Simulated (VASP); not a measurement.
# Re (Fd-3m) in VASP: further runs, part 2 of 2

VASP 6.6.1. Earlier steps stand in the parts before.

## (3) Relaxation of cell and atoms, PBEsol

This run uses another cell than the first one, of 19.14 Å³/atom.

INCAR reads:

```
SYSTEM = Re
PREC     = Accurate       ! precision mode
ENCUT    = 560            ! plane-wave cutoff, eV
EDIFF    = 1E-7           ! SCF threshold, eV
ISMEAR   = 0              ! smearing method
SIGMA    = 0.1            ! smearing width, eV
LREAL    = .FALSE.        ! projectors in reciprocal space
LASPH    = .TRUE.         ! aspherical terms in the spheres
NELM     = 120            ! most SCF steps
ALGO     = Normal         ! electronic algorithm
ISIF     = 3              ! what is computed and relaxed
LWAVE    = .FALSE.        ! write WAVECAR
LCHARG   = .FALSE.        ! write CHGCAR
GGA      = PS             ! functional
IBRION   = 2              ! ionic algorithm
NSW      = 80             ! ionic steps
EDIFFG   = -0.02          ! ionic threshold
GGA_COMPAT= .FALSE.      
NELMIN   = 4
```

KPOINTS reads:

```
regular mesh
0
G
  13 13 13
  0 0 0
```

POSCAR reads:

```
Re
1.0
    0.0000000000      2.6750000000      2.6750000000
    2.6750000000      0.0000000000      2.6750000000
    2.6750000000      2.6750000000      0.0000000000
Re
2
Direct
    1.0000000000      1.0000000000      1.0000000000
    0.2500000000      0.2500000000      0.2500000000
```

Potentials or basis: VASP PAW PBE potentials, release 64 (Re_sv_GW).

Launch:

```console
$ cat potpaw_PBE.64/Re_sv_GW/POTCAR > POTCAR
$ mpirun -np 1 vasp_std > vasp.out
```

OUTCAR:

```text
SYSTEM = Re
   PREC = Accurate
   ENCUT = 560
   EDIFF = 1E-7
   ISMEAR = 0
   LREAL = .FALSE.
   LASPH = .TRUE.
   NELM = 120
   ISIF = 3
   GGA = PS
   IBRION = 2
   NSW = 80
   EDIFFG = -0.02
   NELMIN = 4

 ion  position               nearest neighbor table
   1  0.000  0.000  0.000-   2 2.32   2 2.32   2 2.32   2 2.32
   2  0.250  0.250  0.250-   1 2.32   1 2.32   1 2.32   1 2.32

  LATTYP: Found a face centered cubic cell.
 ALAT       =     5.3500000000

  Lattice vectors:

 A1 = (   0.0000000000,   2.6750000000,   2.6750000000)
 A2 = (   2.6750000000,   0.0000000000,   2.6750000000)
 A3 = (   2.6750000000,   2.6750000000,   0.0000000000)

Analysis of symmetry for initial positions (statically):
=====================================================================
 Subroutine PRICEL returns:
 Original cell was already a primitive cell.

 Routine SETGRP: Setting up the symmetry group for a
 face centered cubic supercell.

 Subroutine GETGRP returns: Found 48 space group operations
 (whereof 24 operations were pure point group operations)
 out of a pool of 48 trial point group operations.

The static configuration has the point symmetry T_d .
 The point group associated with its full space group is O_h .

Analysis of symmetry for dynamics (positions and initial velocities):
=====================================================================
 Subroutine PRICEL returns:
 Original cell was already a primitive cell.

 Routine SETGRP: Setting up the symmetry group for a
 face centered cubic supercell.

 Subroutine GETGRP returns: Found 48 space group operations
 (whereof 24 operations were pure point group operations)
 out of a pool of 48 trial point group operations.

The dynamic configuration has the point symmetry T_d .
 The point group associated with its full space group is O_h .

 Subroutine INISYM returns: Found 48 space group operations
 (whereof 24 operations are pure point group operations),
 and found     1 'primitive' translations

[... 119 lines left out ...]
   GGA     = PS    functional components
   LHFCALC =     F    Hartree Fock is set to
   AEXX    =    0.0000 exact exchange contribution
   IVDW    =     0    specifies the selected vdW correction
   LEPSILON=     F    determine dielectric tensor
   LRPA    =     F    only Hartree local field effects (RPA)
 conjugate gradient relaxation of ions
 non-spin polarized calculation
 Gauss-broadening in eV      SIGMA  =   0.10
  energy-cutoff  :      560.00
  volume of cell :       38.28
 maximum number of plane-waves:      1185
 NGX is ok and might be reduce to    30
   NGX = 15   NGY = 15   NGZ = 15

--------------------------------------- Ionic step        1  -------------------------------------------

 number of electron      29.9999999 magnetization

 Free energy of the ion-electron system (eV)
  ---------------------------------------------------
  ext. energy  EPLUGINS =         0.00000000
  ---------------------------------------------------
  free energy    TOTEN  =       -26.00445811 eV

  energy without entropy =      -25.99801395  energy(sigma->0) =      -26.00123603

------------------------ aborting loop because EDIFF is reached ----------------------------------------

  FORCE on cell =-STRESS in cart. coord.  units (eV):
  Direction    XX          YY          ZZ          XY          YZ          ZX
  --------------------------------------------------------------------------------------
  -------------------------------------------------------------------------------------
  Total        7.4886404      7.4886404      7.4886404      0.0000000     -0.0000000      0.0000000
  in kB      313.4095338    313.4095338    313.4095338      0.0000000     -0.0000000      0.0000000
  external PRESSURE =     313.4095338 kB  Pullay stress =       0.0000000 kB
[... 23 lines left out ...]
--------------------------------------- Ionic step        2  -------------------------------------------

 number of electron      29.9999996 magnetization

 E-fermi :   3.3081     XC(G=0):  -9.8385

 val. band max:        3.2951324319   @ k =  -0.3846   0.4615   0.0769
 cond. band min:       3.3132776913   @ k =  -0.1538   0.0769   0.0000
 fundamental gap:      0.0181452594
 Fermi energy:         3.3081134102

 k-point     1 :       0.0000    0.0000    0.0000
  band No.  band energies     occupation
      1     -76.5080      2.00000
      2     -76.4261      2.00000
      3     -38.3889      2.00000
      4     -38.3889      2.00000
      5     -38.3889      2.00000
      6     -38.0497      2.00000
[... 626 lines left out ...]
--------------------------------------- Ionic step        5  -------------------------------------------

 number of electron      29.9999995 magnetization

 Free energy of the ion-electron system (eV)
  ---------------------------------------------------
  ext. energy  EPLUGINS =         0.00000000
  ---------------------------------------------------
  free energy    TOTEN  =       -26.45055574 eV

  energy without entropy =      -26.44382930  energy(sigma->0) =      -26.44719252

 E-fermi :   7.0528     XC(G=0): -11.6886

 val. band max:        7.0456664654   @ k =   0.1538   0.0769   0.0000
 cond. band min:       7.0878582191   @ k =  -0.3846   0.2308   0.0769
 fundamental gap:      0.0421917537
 Fermi energy:         7.0527961312

 k-point     1 :       0.0000    0.0000    0.0000
  band No.  band energies     occupation
      1     -72.5105      2.00000
      2     -72.1316      2.00000
      3     -34.7060      2.00000
      4     -34.7060      2.00000
      5     -34.7060      2.00000
      6     -33.6708      2.00000
[... 548 lines left out ...]
  FREE ENERGIE OF THE ION-ELECTRON SYSTEM (eV)
  ---------------------------------------------------
  free  energy   TOTEN  =       -26.4505557367 eV

  energy  without entropy=      -26.4438293006  energy(sigma->0) =      -26.44719252

 reached required accuracy - stopping structural energy minimisation
```

CONTCAR:

```text
Re
   1.00000000000000
    -0.0000000000000000    2.7880247477353208    2.7880247477353208
     2.7880247477353208    0.0000000000000000    2.7880247477353208
     2.7880247477353208    2.7880247477353208    0.0000000000000000
  Re
     2
Direct
     0.0000000000000000    0.0000000000000000    0.0000000000000000
     0.2500000000000000    0.2500000000000000    0.2500000000000000

  0.00000000E+00  0.00000000E+00  0.00000000E+00
  0.00000000E+00  0.00000000E+00  0.00000000E+00
```

It took 8.2 min on 1 thread of Intel Xeon Platinum 8259CL at 2.50GHz (Skylake/Cascade Lake), shared host; peak memory 0.23 GiB.

Results:

| Property | Result |
| --- | --- |
| Free energy | -26.4506 eV |
| Relaxed volume | 21.67 Å³/atom |
| Relaxed cell | a = 3.943 Å, b = 3.943 Å, c = 3.943 Å, α = 60.00°, β = 60.00°, γ = 60.00° |
| Space group after relaxing (to 0.1 Å) | Fd-3m (No. 227) |
| Pressure after relaxing | 0.0 GPa |
| Band gap on the k mesh | zero (bands 15 and 16 overlap by 1.17 eV) |

Final structure:
```yaml
crystal:
  lattice:
    - [0.00000, 2.78802, 2.78802]
    - [2.78802, 0.00000, 2.78802]
    - [2.78802, 2.78802, 0.00000]
  atoms:
    - { symbol: Re, position: [0.00000, 0.00000, 0.00000] }
    - { symbol: Re, position: [0.25000, 0.25000, 0.25000] }
```

Levels at points of the mesh, in eV from the Fermi level:
| k point | band 13 | band 14 | band 15 | band 16 | band 17 | band 18 |
| --- | --- | --- | --- | --- | --- | --- |
| (0.00, 0.00, 0.00) | -2.25 | -2.25 | 0.72 | 0.72 | 0.72 | 4.37 |

Caveat: the PAW data sets were made with another functional, which shifts forces and pressure a little; spin-orbit coupling is left out, which moves the levels of the heavy elements.

The gap in the log of VASP goes by the Fermi energy; the results here count the filled bands.